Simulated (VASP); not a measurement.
# GaAs (F-43m) in VASP: notebook

Runs on GaAs. Level: LDA. Tasks: relaxation of cell and atoms.

Program: VASP 6.6.1. These are calculated values, not measurements. Logs are shortened: lines on timing, memory, paths and dates and some standing lists are left out, and cuts for length are marked.

**1. The cell of the first run**

Symmetry: F-43m, No. 216, cubic system. The conventional cell has a = 5.603 Å, b = 5.603 Å, c = 5.603 Å, α = 90.00°, β = 90.00°, γ = 90.00°. Within 3.2 Å of Ga (site symmetry -43m) lie 4 As at 2.43 Å. As (site symmetry -43m) has 4 Ga at 2.43 Å within 3.2 Å.

**2. Relaxation of cell and atoms, LDA, target pressure 40 GPa, at which the enthalpy is minimised**

INCAR

```
SYSTEM = GaAs
PREC = Accurate ; ENCUT = 600
EDIFF = 1E-7 ; ISMEAR = 0
SIGMA = 0.01 ; LREAL = .False.
LASPH = .True. ; NELM = 100
ALGO = Normal ; ISIF = 3
LWAVE = .False. ; LCHARG = .False.
IBRION = 2 ; NSW = 80
EDIFFG = -0.001 ; PSTRESS = 400.0
```

KPOINTS

```
regular mesh
0
Gamma
  12 12 12
  0 0 0
```

POSCAR

```
GaAs
1.0
    0.0000000000      2.8015748656      2.8015748656
    2.8015748656      0.0000000000      2.8015748656
    2.8015748656      2.8015748656      0.0000000000
Ga As
1 1
Direct
    0.0000000000      0.0000000000      0.0000000000
    0.7500000000      0.7500000000      0.7500000000
```

Potentials or basis: VASP PAW LDA potentials, release 64 (Ga_d, As).

Launch:

```sh
$ cat potpaw_LDA.64/Ga_d/POTCAR potpaw_LDA.64/As/POTCAR > POTCAR
$ mpirun -np 1 vasp_std > vasp.out
```

OUTCAR:

```text
SYSTEM = GaAs
   PREC = Accurate
   ENCUT = 600
   EDIFF = 1E-7
   ISMEAR = 0
   LREAL = .False.
   LASPH = .True.
   NELM = 100
   ISIF = 3
   IBRION = 2
   NSW = 80
   EDIFFG = -0.001
   PSTRESS = 400.0

 ion  position               nearest neighbor table
   1  0.000  0.000  0.000-   2 2.43   2 2.43   2 2.43   2 2.43
   2  0.750  0.750  0.750-   1 2.43   1 2.43   1 2.43   1 2.43

  LATTYP: Found a face centered cubic cell.
 ALAT       =     5.6031497312

  Lattice vectors:

 A1 = (   0.0000000000,   2.8015748656,   2.8015748656)
 A2 = (   2.8015748656,   0.0000000000,   2.8015748656)
 A3 = (   2.8015748656,   2.8015748656,   0.0000000000)

Analysis of symmetry for initial positions (statically):
=====================================================================
 Subroutine PRICEL returns:
 Original cell was already a primitive cell.

 Routine SETGRP: Setting up the symmetry group for a
 face centered cubic supercell.

 Subroutine GETGRP returns: Found 24 space group operations
 (whereof 24 operations were pure point group operations)
 out of a pool of 48 trial point group operations.

The static configuration has the point symmetry T_d .

Analysis of symmetry for dynamics (positions and initial velocities):
=====================================================================
 Subroutine PRICEL returns:
 Original cell was already a primitive cell.

 Routine SETGRP: Setting up the symmetry group for a
 face centered cubic supercell.

 Subroutine GETGRP returns: Found 24 space group operations
 (whereof 24 operations were pure point group operations)
 out of a pool of 48 trial point group operations.

The dynamic configuration has the point symmetry T_d .

 Subroutine INISYM returns: Found 24 space group operations
 (whereof 24 operations are pure point group operations),
 and found     1 'primitive' translations

----------------------------------------------------------------------------------------

                                     Primitive cell

  volume of cell :      43.9781

  direct lattice vectors                    reciprocal lattice vectors
     0.000000000  2.801574866  2.801574866    -0.178471047  0.178471047  0.178471047
     2.801574866  0.000000000  2.801574866     0.178471047 -0.178471047  0.178471047
     2.801574866  2.801574866  0.000000000     0.178471047  0.178471047 -0.178471047

  length of vectors
     3.962025171  3.962025171  3.962025171     0.309120921  0.309120921  0.309120921

  position of ions in fractional coordinates (direct lattice)
     0.000000000  0.000000000  0.000000000
     0.750000000  0.750000000  0.750000000

[... 100 lines left out ...]
   LORBIT       =      0    0 simple, 1 ext, 2 COOP (PROOUT), +10 PAW based schemes
   GGA     = CA    functional components
   LHFCALC =     F    Hartree Fock is set to
   AEXX    =    0.0000 exact exchange contribution
   IVDW    =     0    specifies the selected vdW correction
   LEPSILON=     F    determine dielectric tensor
   LRPA    =     F    only Hartree local field effects (RPA)
 conjugate gradient relaxation of ions
 non-spin polarized calculation
 Gauss-broadening in eV      SIGMA  =   0.01
  energy-cutoff  :      600.00
  volume of cell :       43.98
 maximum number of plane-waves:      1484
   NGX = 15   NGY = 15   NGZ = 15

--------------------------------------- Ionic step        1  -------------------------------------------

 number of electron      18.0000004 magnetization

 Free energy of the ion-electron system (eV)
  ---------------------------------------------------
  ext. energy  EPLUGINS =         0.00000000
  ---------------------------------------------------
  free energy    TOTEN  =        -9.64189099 eV

  energy without entropy =       -9.64189099  energy(sigma->0) =       -9.64189099

------------------------ aborting loop because EDIFF is reached ----------------------------------------

  FORCE on cell =-STRESS in cart. coord.  units (eV):
  Direction    XX          YY          ZZ          XY          YZ          ZX
  --------------------------------------------------------------------------------------
  -------------------------------------------------------------------------------------
  Total        0.0859282      0.0859282      0.0859282      0.0000000      0.0000000     -0.0000000
  in kB        3.1304687      3.1304687      3.1304687      0.0000000      0.0000000     -0.0000000
  external PRESSURE =    -396.8695313 kB  Pullay stress =     400.0000000 kB
[... 25 lines left out ...]
--------------------------------------- Ionic step        2  -------------------------------------------

 number of electron      17.9999999 magnetization

 E-fermi :  18.3733     XC(G=0): -14.8337

 val. band max:       18.3710738774   @ k =   0.4167   0.3333   0.0000
 cond. band min:      18.4701212462   @ k =   0.5000   0.3333   0.0000
 fundamental gap:      0.0990473688
 Fermi energy:        18.3732824171

 k-point     1 :       0.0000    0.0000    0.0000
  band No.  band energies     occupation
      1      -5.4237      2.00000
      2      -2.2741      2.00000
      3      -2.2741      2.00000
      4      -2.2741      2.00000
      5      -1.5312      2.00000
      6      -1.5312      2.00000
      7      19.7820      0.00000
      8      19.7820      0.00000
      9      19.7820      0.00000
     10      22.0787      0.00000
     11      22.0787      0.00000
     12      22.0787      0.00000
     13      26.2878      0.00000
[... 439 lines left out ...]
  energy  without entropy=       -9.0156648684  energy(sigma->0) =       -9.01566487

  enthalpy is  TOTEN    =        -0.2057780710 eV   P V=        8.8098867974

[... ionic steps 4 to 14 ...]

--------------------------------------- Ionic step       15  -------------------------------------------

 number of electron      18.0000001 magnetization

------------------------ aborting loop because EDIFF is reached ----------------------------------------
[... 71 lines left out ...]
--------------------------------------- Ionic step       17  -------------------------------------------

 number of electron      18.0000001 magnetization

 Free energy of the ion-electron system (eV)
  ---------------------------------------------------
  ext. energy  EPLUGINS =         0.00000000
  ---------------------------------------------------
  free energy    TOTEN  =        -8.59377186 eV

  energy without entropy =       -8.59377186  energy(sigma->0) =       -8.59377186

 E-fermi :   7.3322     XC(G=0): -11.3343

 val. band max:        7.2857553119   @ k =   0.0000   0.0000   0.0000
 cond. band min:       7.9017989121   @ k =   0.5000   0.5000   0.0000
 fundamental gap:      0.6160436001
 Fermi energy:         7.3321923271

 k-point     1 :       0.0000    0.0000    0.0000
  band No.  band energies     occupation
      1      -8.5948      2.00000
      2      -8.5948      2.00000
      3      -8.5948      2.00000
      4      -8.4068      2.00000
      5      -8.4068      2.00000
      6      -8.1640      2.00000
      7       7.2858      2.00000
      8       7.2858      2.00000
      9       7.2858      2.00000
     10      10.1022      0.00000
     11      10.9192      0.00000
     12      10.9192      0.00000
     13      10.9192      0.00000
[... 401 lines left out ...]
  energy  without entropy=       -8.5937718562  energy(sigma->0) =       -8.59377186

  enthalpy is  TOTEN    =        -0.2857302455 eV   P V=        8.3080416107

 reached required accuracy - stopping structural energy minimisation
```

CONTCAR:

```text
GaAs
   1.00000000000000
     0.0000000000000000    2.5529349728968929    2.5529349728968929
     2.5529349728968929    0.0000000000000000    2.5529349728968929
     2.5529349728968929    2.5529349728968929    0.0000000000000000
  Ga              As
     1     1
Direct
     0.0000000000000000    0.0000000000000000    0.0000000000000000
     0.7500000000000000    0.7500000000000000    0.7500000000000000

  0.00000000E+00  0.00000000E+00  0.00000000E+00
  0.00000000E+00  0.00000000E+00  0.00000000E+00
```

Run time: 4.7 min. Hardware: 1 thread of Intel Xeon Platinum 8488C (Sapphire Rapids), shared host; peak memory 0.22 GiB.

What came out:

```
Free energy                                            : -8.5938 eV
Relaxed volume                                         : 16.64 Å³/atom
Relaxed cell                                           : a = 3.610 Å, b = 3.610 Å, c = 3.610 Å, α = 60.00°, β = 60.00°, γ = 60.00°
Space group after relaxing (to 0.05 Å)                 : F-43m (No. 216)
Energy change on relaxing (the enthalpy is what falls) : +524.1 meV/atom
Ionic steps                                            : 17
Pressure after relaxing                                : 40.0 GPa
Band gap on the k mesh                                 : 0.62 eV, indirect (least direct gap 2.82 eV)
```

Step by step:
| step | energy change (eV) | largest force (eV/Å) | pressure (GPa) | volume (Å³) |
| --- | --- | --- | --- | --- |
| 1 | 0.0000 | 0.0000 | 0.31 | 43.98 |
| 2 | 18.7608 | 0.0000 | 513.35 | 17.62 |
| 3 | 0.6262 | 0.0000 | 27.82 | 35.29 |
| 4 | 0.8298 | 0.0000 | 33.83 | 34.23 |
| 5 | 1.0562 | 0.0000 | 40.21 | 33.25 |
| 6 | 1.0080 | 0.0000 | 38.88 | 33.44 |
| 7 | 1.0106 | 0.0000 | 38.96 | 33.43 |
| 8 | 1.0183 | 0.0000 | 39.17 | 33.40 |
| 9 | 1.0184 | 0.0000 | 39.16 | 33.40 |
| 10 | 1.0188 | 0.0000 | 39.20 | 33.40 |
| 11 | 1.0195 | 0.0000 | 39.20 | 33.39 |
| 12 | 1.0209 | 0.0000 | 39.25 | 33.39 |
| 13 | 1.0238 | 0.0000 | 39.34 | 33.38 |
| 14 | 1.0296 | 0.0000 | 39.48 | 33.35 |
| 15 | 1.0413 | 0.0000 | 39.82 | 33.30 |
| 16 | 1.0650 | 0.0000 | 40.45 | 33.21 |
| 17 | 1.0481 | 0.0000 | 39.99 | 33.28 |

Final structure:
```yaml
crystal:
  lattice:
    - [0.00000, 2.55293, 2.55293]
    - [2.55293, 0.00000, 2.55293]
    - [2.55293, 2.55293, 0.00000]
  atoms:
    - { symbol: Ga, position: [0.00000, 0.00000, 0.00000] }
    - { symbol: As, position: [0.75000, 0.75000, 0.75000] }
```

Caveat: the cell is relaxed towards a set pressure, so the enthalpy falls and the energy may rise; the volume moved by over 15 % at a fixed basis, so the end points are rough.

**3. Relaxation of cell and atoms, LDA**

This run uses another cell than the first one, of 22.59 Å³/atom, 1.027 times its volume.

INCAR

```
SYSTEM = GaAs
  PREC = Accurate
  ENCUT = 600
  EDIFF = 1E-6
  ISMEAR = 0
  SIGMA = 0.01
  LREAL = .FALSE.
  LASPH = .TRUE.
  NELM = 80
  ALGO = Normal
  ISIF = 3
  LWAVE = .FALSE.
  LCHARG = .FALSE.
  GGA = CA
  IBRION = 2
  NSW = 100
  EDIFFG = -0.005
```

KPOINTS

```
Automatic mesh
0
G
  12 12 12
  0 0 0
```

POSCAR

```
GaAs
1.0
    0.0000000000      2.8268500000      2.8268500000
    2.8268500000      0.0000000000      2.8268500000
    2.8268500000      2.8268500000      0.0000000000
Ga As
1 1
Direct
    0.0000000000      0.0000000000      0.0000000000
    0.7500000000      0.7500000000      0.7500000000
```

Potentials or basis: VASP PAW LDA potentials, release 64 (Ga_d, As).

Launch:

```sh
$ cat potpaw_LDA.64/Ga_d/POTCAR potpaw_LDA.64/As/POTCAR > POTCAR
$ mpirun -np 1 vasp_std > vasp.out
```

It took 57 s on 1 thread of Intel Xeon Platinum 8488C (Sapphire Rapids), shared host; peak memory 0.2 GiB.

Results (log left out):

| Item | Value |
| --- | --- |
| Free energy | -9.6423 eV |
| Relaxed volume | 22.08 Å³/atom |
| Relaxed cell | a = 3.967 Å, b = 3.967 Å, c = 3.967 Å, α = 60.00°, β = 60.00°, γ = 60.00° |
| Space group after relaxing (to 0.05 Å) | F-43m (No. 216) |
| Energy gained by relaxing | 2.6 meV/atom |
| Ionic steps | 3 |
| Pressure after relaxing | 0.0 GPa |
| Band gap on the k mesh | 0.50 eV, direct |

The path:
| step | energy change (eV) | largest force (eV/Å) | pressure (GPa) | volume (Å³) |
| --- | --- | --- | --- | --- |
| 1 | 0.0000 | 0.0000 | -1.62 | 45.18 |
| 2 | -0.0041 | 0.0000 | 0.75 | 43.70 |
| 3 | -0.0052 | 0.0000 | 0.01 | 44.16 |

Final structure:
```
Ga As
1.0
     0.00000    2.80543    2.80543
     2.80543    0.00000    2.80543
     2.80543    2.80543    0.00000
Ga As
1 1
Direct
  0.00000 0.00000 0.00000
  0.75000 0.75000 0.75000
```

Levels at points of the mesh, in eV from the valence-band top:
| k point | band 5 | band 6 | band 7 | band 8 | band 9 | band 10 | band 11 | band 12 | band 13 |
| --- | --- | --- | --- | --- | --- | --- | --- | --- | --- |
| (0.00, 0.00, 0.00) | -14.89 | -12.93 | 0.00 | 0.00 | 0.00 | 0.50 | 3.68 | 3.68 | 3.68 |
| (0.50, 0.00, 0.00) | -14.88 | -11.09 | -6.82 | -1.18 | -1.18 | 0.93 | 4.59 | 4.59 | 7.59 |
| (0.50, 0.50, 0.00) | -14.87 | -10.32 | -6.98 | -2.77 | -2.77 | 1.30 | 1.54 | 10.22 | 10.22 |
